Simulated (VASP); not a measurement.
A run of VASP 6.6.1 is set up as follows.

INCAR

```
PREC     = Accurate       # precision mode
ENCUT    = 520            # plane-wave cutoff, eV
EDIFF    = 1E-6           # SCF threshold, eV
ISMEAR   = 0              # smearing method
SIGMA    = 0.02           # smearing width, eV
LREAL    = False          # projectors in reciprocal space
LASPH    = True           # aspherical terms in the spheres
NELM     = 100            # most SCF steps
ALGO     = Normal         # electronic algorithm
ISIF     = 2              # what is computed and relaxed
LWAVE    = False          # write WAVECAR
LCHARG   = True           # write CHGCAR
GGA      = PS             # functional
LELF     = True           # ELF
LVHAR    = True         
NBANDS   = 45             # bands
```

The input KPOINTS:

```
regular mesh
0
Gamma
  6 6 6
```

The input POSCAR:

```
Si3N4
1.0
    0.0000000000      3.8719790976      3.8719790976
    3.8719790976      0.0000000000      3.8719790976
    3.8719790976      3.8719790976      0.0000000000
Si N
6 8
Direct
    0.1250000000      0.1250000000      0.6250000000
    0.1250000000      0.6250000000      0.1250000000
    0.6250000000      0.1250000000      0.1250000000
    0.1250000000      0.1250000000      0.1250000000
    0.7500000000      0.7500000000      0.7500000000
    0.5000000000      0.5000000000      0.5000000000
    0.3675496349      0.3675496349      0.3675496349
    0.3526489046      0.8824503651      0.8824503651
    0.8824503651      0.8824503651      0.3526489046
    0.8824503651      0.3526489046      0.8824503651
    0.3675496349      0.3675496349      0.8973510954
    0.3675496349      0.8973510954      0.3675496349
    0.8824503651      0.8824503651      0.8824503651
    0.8973510954      0.3675496349      0.3675496349
```

Potentials or basis: VASP PAW PBE potentials, release 64 (Si, N).

The run is started by

```sh
$ cat potpaw_PBE.64/Si/POTCAR potpaw_PBE.64/N/POTCAR > POTCAR
$ mpirun -np 1 vasp_std > vasp.out
```

Question: Predict the pressure.

Answer: 0.3 GPa.

Question: What does it give for the largest force?

Answer: 0.009 eV/Å.

Forces in eV/Å, atoms in the order of the input:
```
Si   0.000  0.000  0.000
Si   0.000  0.000  0.000
Si   0.000  0.000  0.000
Si   0.000  0.000  0.000
Si   0.000  0.000  0.000
Si   0.000  0.000  0.000
N    0.005  0.005  0.005
N   -0.005  0.005  0.005
N    0.005  0.005 -0.005
N    0.005 -0.005  0.005
N   -0.005 -0.005  0.005
N   -0.005  0.005 -0.005
N   -0.005 -0.005 -0.005
N    0.005 -0.005 -0.005
```

Caveat: the PAW data sets were made with another functional, which shifts forces and pressure a little.
